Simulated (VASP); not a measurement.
# MgI2 (P-3m1) in VASP: a series of runs

Aim: see how the results for MgI2 move with the level of theory and the settings. Levels: PBE, LDA. Tasks: single point.

All numbers are computed with VASP 6.6.1; they aren't measurements. Logs are shortened: lines on timing, memory, paths and dates and some standing lists are left out, and cuts for length are marked.

**1. The cell of the first run**

Symmetry: P-3m1, No. 164, trigonal system. The conventional cell has a = 4.084 Å, b = 4.084 Å, c = 6.787 Å, α = 90.00°, β = 90.00°, γ = 120.00°. I (site symmetry 3m) has 3 Mg at 2.90 Å within 3.8 Å. Within 3.8 Å of Mg (site symmetry -3m) lie 6 I at 2.90 Å.

**2. Single point, PBE (32.68 Å³/atom)**

INCAR

```
SYSTEM = MgI2
PREC = Accurate
ENCUT = 520
EDIFF = 1E-6
ISMEAR = -1
SIGMA = 0.05
LREAL = .False.
LASPH = .True.
NELM = 100
ALGO = Normal
ISIF = 2
LWAVE = .False.
LCHARG = .False.
GGA = PE
NBANDS = 15
```

KPOINTS

```
regular mesh
0
Gamma
  8 8 4
  0 0 0
```

POSCAR

```
MgI2
1.0
    4.0840471951      0.0000000000      0.0000000000
   -2.0420235975      3.5368886212      0.0000000000
    0.0000000000      0.0000000000      6.7870156286
I Mg
2 1
Direct
    0.6666666667      0.3333333333      0.7500000000
    0.3333333333      0.6666666667      0.2500000000
    0.0000000000      0.0000000000      0.0000000000
```

Potentials or basis: VASP PAW PBE potentials, release 64 (I, Mg).

Command:

```
> cat potpaw_PBE.64/I/POTCAR potpaw_PBE.64/Mg/POTCAR > POTCAR
> mpirun -np 1 vasp_std > vasp.out
```

OUTCAR:

```text
SYSTEM = MgI2
   PREC = Accurate
   ENCUT = 520
   EDIFF = 1E-6
   ISMEAR = -1
   LREAL = .False.
   LASPH = .True.
   NELM = 100
   ISIF = 2
   GGA = PE

 ion  position               nearest neighbor table
   1  0.667  0.333  0.750-   3 2.90   3 2.90   3 2.90
   2  0.333  0.667  0.250-   3 2.90   3 2.90   3 2.90
   3  0.000  0.000  0.000-   1 2.90   2 2.90   2 2.90   1 2.90   1 2.90   2 2.90

  LATTYP: Found a hexagonal cell.
 ALAT       =     4.0840471951
 C/A-ratio  =     1.6618357488

  Lattice vectors:

 A1 = (   4.0840471951,   0.0000000000,   0.0000000000)
 A2 = (  -2.0420235975,   3.5368886212,   0.0000000000)
 A3 = (   0.0000000000,   0.0000000000,   6.7870156286)

Analysis of symmetry for initial positions (statically):
=====================================================================
 Subroutine PRICEL returns:
 Original cell was already a primitive cell.

 Routine SETGRP: Setting up the symmetry group for a
 hexagonal supercell.

 Subroutine GETGRP returns: Found 12 space group operations
 (whereof 12 operations were pure point group operations)
 out of a pool of 24 trial point group operations.

The static configuration has the point symmetry D_3d.

Analysis of symmetry for dynamics (positions and initial velocities):
=====================================================================
 Subroutine PRICEL returns:
 Original cell was already a primitive cell.

 Routine SETGRP: Setting up the symmetry group for a
 hexagonal supercell.

 Subroutine GETGRP returns: Found 12 space group operations
 (whereof 12 operations were pure point group operations)
 out of a pool of 24 trial point group operations.

The dynamic configuration has the point symmetry D_3d.

 Subroutine INISYM returns: Found 12 space group operations
 (whereof 12 operations are pure point group operations),
 and found     1 'primitive' translations

----------------------------------------------------------------------------------------

                                     Primitive cell

  volume of cell :      98.0372

  direct lattice vectors                    reciprocal lattice vectors
     4.084047195  0.000000000  0.000000000     0.244855153  0.141367188  0.000000000
    -2.042023598  3.536888621  0.000000000     0.000000000  0.282734377  0.000000000
     0.000000000  0.000000000  6.787015629     0.000000000  0.000000000  0.147340165

  length of vectors
     4.084047195  4.084047195  6.787015629     0.282734377  0.282734377  0.147340165

  position of ions in fractional coordinates (direct lattice)
     0.666666667  0.333333333  0.750000000
     0.333333333  0.666666667  0.250000000
     0.000000000  0.000000000  0.000000000

  ion indices of the primitive-cell ions
   primitive index   ion index
                 1           1
                 2           2
                 3           3

----------------------------------------------------------------------------------------

 KPOINTS: regular mesh

Automatic generation of k-mesh.
 Grid dimensions read from file:
 generate k-points for:    8    8    4

 Generating k-lattice:

  Cartesian coordinates                     Fractional coordinates (reciprocal lattice)
     0.030606894  0.017670899  0.000000000     0.125000000 -0.000000000  0.000000000
     0.000000000  0.035341797  0.000000000     0.000000000  0.125000000  0.000000000
     0.000000000  0.000000000  0.036835041     0.000000000  0.000000000  0.250000000

  Length of vectors
     0.035341797  0.035341797  0.036835041

  Shift w.r.t. Gamma in fractional coordinates (k-lattice)
     0.000000000  0.000000000  0.000000000

 Subroutine IBZKPT returns following result:
 ===========================================

 Found     35 irreducible k-points:

 Following reciprocal coordinates:
            Coordinates               Weight
  0.000000  0.000000  0.000000      1.000000
  0.125000  0.000000  0.000000      6.000000
  0.250000  0.000000  0.000000      6.000000
  0.375000  0.000000  0.000000      6.000000
  0.500000  0.000000  0.000000      3.000000
  0.125000  0.125000  0.000000      6.000000
[... 16 lines left out ...]
 -0.125000  0.500000  0.250000     12.000000
  0.250000  0.250000  0.250000     12.000000
 [... further k-points ...]
   k-points           NKPTS =     35   k-points in BZ     NKDIM =     35   number of bands    NBANDS=     15
   number of dos      NEDOS =    301   number of ions     NIONS =      3
   total plane-waves  NPLWV =  45000
   dimension x,y,z NGX =    30 NGY =   30 NGZ =   50
   dimension x,y,z NGXF=    60 NGYF=   60 NGZF=  100
   ions per type =               2   1
   NGX,Y,Z   is equivalent  to a cutoff of  12.21, 12.21, 12.25 a.u.
   NGXF,Y,Z  is equivalent  to a cutoff of  24.42, 24.42, 24.49 a.u.
 SYSTEM =  MgI2
   PREC   = accura    normal or accurate (medium, high low for compatibility)
   ISTART =      0    job   : 0-new  1-cont  2-samecut
   ICHARG =      2    charge: 1-file 2-atom 10-const
   ISPIN  =      1    spin polarized calculation?
   LNONCOLLINEAR =      F non collinear calculations
   LSORBIT =      F    spin-orbit coupling
   LASPH  =      T    aspherical Exc in radial PAW
   ENCUT  =  520.0 eV  38.22 Ry    6.18 a.u.   7.59  7.59 12.62*2*pi/ulx,y,z
   NELM   =    100;   NELMIN=  2; NELMDL= -5     # of ELM steps
   EDIFF  = 0.1E-05   stopping-criterion for ELM
   LREAL  =      F    real-space projection
   EDIFFG = 0.1E-04   stopping-criterion for IOM
   NSW    =      0    number of steps for IOM
   IBRION =     -1    ionic relax: 0-MD 1-quasi-New 2-CG
   NFREE  =      0    steps in history (QN), initial steepest desc. (CG)
   ISIF   =      2    stress and relaxation
   ISYM   =      2    0-nonsym 1-usesym 2-fastsym
   POTIM  = 0.5000    time-step for ionic-motion
   TEBEG  =    0.0;   TEEND  =   0.0 temperature during run
   PSTRESS=    0.0 pullay stress
   NELECT =      16.0000    total number of electrons
   NUPDOWN=      -1.0000    fix difference up-down
   EMIN   =  10.00;   EMAX   =-10.00  energy-range for DOS
   EFERMI =   0.00;   METHOD = LEGACY
   ISMEAR =    -1;   SIGMA  =   0.05  broadening in eV -4-tet -1-fermi 0-gaus
   EFERMI_NEDOS =   21; number of points for ismear=-14 and -15
   IALGO  =     38    algorithm
   IMIX   =      4    mixing-type and parameters
     AMIX     =   0.40;   BMIX     =  1.00
     AMIX_MAG =   1.60;   BMIX_MAG =  1.00
  volume/ion in A,a.u.               =      32.68       220.53
  Fermi-wavevector in a.u.,A,eV,Ry     =   0.894646  1.690636 10.889984  0.800391
  Thomas-Fermi vector in A             =   2.016877
   LORBIT       =      0    0 simple, 1 ext, 2 COOP (PROOUT), +10 PAW based schemes
   GGA     = PE    functional components
   LHFCALC =     F    Hartree Fock is set to
   AEXX    =    0.0000 exact exchange contribution
   IVDW    =     0    specifies the selected vdW correction
   LEPSILON=     F    determine dielectric tensor
   LRPA    =     F    only Hartree local field effects (RPA)
 non-spin polarized calculation
  energy-cutoff  :      520.00
  volume of cell :       98.04
 maximum number of plane-waves:      2667
   NGX = 15   NGY = 15   NGZ = 25

 number of electron      15.9999999 magnetization

 Free energy of the ion-electron system (eV)
  ---------------------------------------------------
  ext. energy  EPLUGINS =         0.00000000
  ---------------------------------------------------
  free energy    TOTEN  =        -7.64962215 eV

  energy without entropy =       -7.64962215  energy(sigma->0) =       -7.64962215

 E-fermi :   3.8562     XC(G=0):  -8.4306

 val. band max:        2.7478405548   @ k =   0.0000   0.0000   0.0000
 cond. band min:       6.2626690042   @ k =   0.5000   0.0000   0.2500
 fundamental gap:      3.5148284494
 Fermi energy:         3.8561699728

 k-point     1 :       0.0000    0.0000    0.0000
  band No.  band energies     occupation
      1      -9.4749      2.00000
      2      -8.7202      2.00000
      3      -1.0474      2.00000
      4       2.3492      2.00000
      5       2.3492      2.00000
      6       2.7275      2.00000
      7       2.7478      2.00000
      8       2.7478      2.00000
      9       6.5513      0.00000
     10       7.6083      0.00000
     11       9.5832      0.00000
     12       9.5832      0.00000
     13      10.1199      0.00000
     14      10.9795      0.00000
     15      10.9795      0.00000

 k-point     2 :       0.1250    0.0000    0.0000
  band No.  band energies     occupation
      1      -9.3859      2.00000
      2      -8.6711      2.00000
      3      -0.9203      2.00000
      4       1.6835      2.00000
      5       2.1432      2.00000
      6       2.1432      2.00000
      7       2.6693      2.00000
      8       2.7147      2.00000
      9       7.1857      0.00000
     10       8.1744      0.00000
     11       8.9543      0.00000
     12       9.8128      0.00000
     13      10.2125      0.00000
     14      10.7208      0.00000
     15      11.2197      0.00000

 k-point     3 :       0.2500    0.0000    0.0000
  band No.  band energies     occupation
      1      -9.1471      2.00000
      2      -8.5562      2.00000
      3      -0.5962      2.00000
      4       0.4983      2.00000
      5       1.1234      2.00000
      6       1.7692      2.00000
      7       2.4548      2.00000
      8       2.5584      2.00000
      9       7.3247      0.00000
     10       8.2240      0.00000
     11       9.0005      0.00000
     12       9.9248      0.00000
     13       9.9485      0.00000
     14      10.9123      0.00000
     15      11.7915      0.00000
[... 343 lines left out ...]
 k-point    23 :      -0.1250    0.5000    0.2500
  band No.  band energies     occupation
      1      -8.6674      2.00000
      2      -8.4782      2.00000
      3      -0.9270      2.00000
      4      -0.2156      2.00000
      5       0.7711      2.00000
      6       1.3615      2.00000
      7       1.5985      2.00000
      8       2.1286      2.00000
      9       6.6347      0.00000
     10       8.3613      0.00000
     11       9.0766      0.00000
     12       9.3032      0.00000
     13       9.8846      0.00000
     14      11.9185      0.00000
     15      12.5555      0.00000

 k-point    24 :       0.2500    0.2500    0.2500
  band No.  band energies     occupation
      1      -8.6754      2.00000
      2      -8.4730      2.00000
      3      -0.6338      2.00000
      4      -0.1480      2.00000
      5       0.5650      2.00000
      6       1.0301      2.00000
      7       1.4514      2.00000
      8       2.1433      2.00000
      9       7.1192      0.00000
     10       8.5348      0.00000
     11       9.4878      0.00000
     12       9.9363      0.00000
     13      10.4725      0.00000
     14      10.6035      0.00000
     15      11.7887      0.00000

 [... further k-points ...]

------------------------ aborting loop because EDIFF is reached ----------------------------------------

  FORCE on cell =-STRESS in cart. coord.  units (eV):
  Direction    XX          YY          ZZ          XY          YZ          ZX
  --------------------------------------------------------------------------------------
  -------------------------------------------------------------------------------------
  Total        1.3385083      1.3385083      0.9688534      0.0000000      0.0000000      0.0000000
  in kB       21.8746282     21.8746282     15.8335272      0.0000000      0.0000000      0.0000000
  external PRESSURE =      19.8609279 kB  Pullay stress =       0.0000000 kB

 VOLUME and BASIS-vectors are now :
 -----------------------------------------------------------------------------
  energy-cutoff  :      520.00
  volume of cell :       98.04
      direct lattice vectors                 reciprocal lattice vectors
     4.084047195  0.000000000  0.000000000     0.244855153  0.141367188  0.000000000
    -2.042023598  3.536888621  0.000000000     0.000000000  0.282734377  0.000000000
     0.000000000  0.000000000  6.787015629     0.000000000  0.000000000  0.147340165

 POSITION                                       TOTAL-FORCE (eV/Angst)
 -----------------------------------------------------------------------------------
      2.04202      1.17896      5.09026        -0.000000      0.000000      0.074002
     -0.00000      2.35793      1.69675         0.000000      0.000000     -0.074002
      0.00000      0.00000      0.00000         0.000000      0.000000      0.000000
 -----------------------------------------------------------------------------------
    total drift:                               -0.000000      0.000000     -0.000000

  FREE ENERGIE OF THE ION-ELECTRON SYSTEM (eV)
  ---------------------------------------------------
  free  energy   TOTEN  =        -7.6496221506 eV

  energy  without entropy=       -7.6496221505  energy(sigma->0) =       -7.64962215
```

It took 41 s on 1 thread of AMD EPYC 7R43 (Zen 3), shared host; peak memory 0.19 GiB.

What came out:

```
Free energy            : -7.6496 eV
Pressure               : 2.0 GPa
Largest force          : 0.074 eV/Å
Band gap on the k mesh : 3.51 eV (least direct gap 3.80 eV)
```

Forces on the atoms (eV/Å):
```
I    0.000  0.000  0.074
I    0.000  0.000 -0.074
Mg   0.000  0.000  0.000
```

Caveat: spin-orbit coupling is left out, which moves the levels of the heavy elements; this functional lacks dispersion, which binds the layers, so the pressure and a relaxed spacing across them are unreliable. A k mesh can miss the band edges.

**3. Single point, PBE (33.36 Å³/atom)**

This run uses another cell than the first one, of 33.36 Å³/atom.

INCAR

```
PREC     = Accurate       # precision mode
ENCUT    = 520            # plane-wave cutoff, eV
EDIFF    = 1E-6           # SCF threshold, eV
ISMEAR   = -1             # smearing method
SIGMA    = 0.05           # smearing width, eV
LREAL    = F              # projectors in reciprocal space
LASPH    = T              # aspherical terms in the spheres
NELM     = 60             # most SCF steps
ALGO     = Normal         # electronic algorithm
ISIF     = 2              # what is computed and relaxed
LWAVE    = F              # write WAVECAR
LCHARG   = F              # write CHGCAR
GGA      = PE             # functional
NBANDS   = 15             # bands
```

KPOINTS

```
Automatic mesh
0
Gamma
  8 8 4
```

POSCAR

```
MgI2
1.0
    4.1122139279      0.0000000000      0.0000000000
   -2.0561069639      3.5612817274      0.0000000000
    0.0000000000      0.0000000000      6.8338241120
I Mg
2 1
Direct
    0.6666666667      0.3333333333      0.7500000000
    0.3333333333      0.6666666667      0.2500000000
    0.0000000000      0.0000000000      0.0000000000
```

Potentials or basis: VASP PAW PBE potentials, release 64 (I, Mg).

Command:

```
> cat potpaw_PBE.64/I/POTCAR potpaw_PBE.64/Mg/POTCAR > POTCAR
> mpirun -np 1 vasp_std > vasp.out
```

It took 47 s on 1 thread of AMD EPYC 7R43 (Zen 3), shared host; peak memory 0.21 GiB.

Results (log left out):

| Item | Value |
| --- | --- |
| Free energy | -7.6702 eV |
| Pressure | 1.2 GPa |
| Largest force | 0.168 eV/Å |
| Band gap on the k mesh | 3.50 eV (least direct gap 3.71 eV) |

Forces in eV/Å, atoms in the order of the input:
```
I    0.000  0.000  0.168
I    0.000  0.000 -0.168
Mg   0.000  0.000  0.000
```

Stress tensor (GPa, compression positive):
```
1.44 0.00 0.00
0.00 1.44 0.00
0.00 0.00 0.86
```

Levels at points of the mesh, in eV from the valence-band top:
```
           k point  band 6  band 7  band 8  band 9  band 10  band 11
(0.00, 0.00, 0.00)   -0.02    0.00    0.00    3.71     4.86     6.81
(0.50, 0.00, 0.00)   -1.34   -1.00   -0.42    3.66     5.29     5.36
(0.00, 0.00, 0.50)   -0.25   -0.13   -0.13    4.78     4.95     6.61
(0.50, 0.00, 0.50)   -1.12   -0.87   -0.72    3.50     5.09     5.60
```

Caveat: spin-orbit coupling is left out, which moves the levels of the heavy elements; this functional lacks dispersion, which binds the layers, so the pressure and a relaxed spacing across them are unreliable.

[end of part 1 of 2]
